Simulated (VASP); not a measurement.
Crystal: Cu.

```
Cu
1.0
     1.78171    1.78171    0.00000
    -1.78171    1.78171    0.00000
     0.00000    0.00000    3.56341
Cu
2
Direct
  0.00000 0.00000 0.00000
  0.50000 0.50000 0.50000
```

Base run:

```yaml
Program: VASP 6.6.1
Functional: PBEsol
Potentials_or_basis: VASP PAW PBE potentials, release 64 (Cu_sv_GW)
Cutoff: 700 eV
k_mesh: 20 × 20 × 14
Occupations: gaussian, width 0.1 eV
Spin: no spin polarisation
```

Its results: band gap on the k mesh zero (bands 19 and 20 overlap by 8.25 eV); pressure -4.6 GPa.

Question: The run is repeated on the same cell with these changes: potentials or basis from VASP PAW PBE potentials, release 64 (Cu_sv_GW) to VASP PAW PBE potentials, release 64 (Cu); cutoff from 700 eV to 520 eV; further incar settings from ALGO = Normal; EDIFF = 1e-06; NBANDS = 26 to ALGO = Fast; EDIFF = 1e-06; NBANDS = 18; valence electrons from 38 to 22. What comes out?

Answer: Band gap on the k mesh zero (bands 11 and 12 overlap by 8.32 eV); pressure 1.2 GPa.

Caveats: the PAW data sets were made with another functional, which shifts forces and pressure a little; the cell stands under tension (at least some runs).
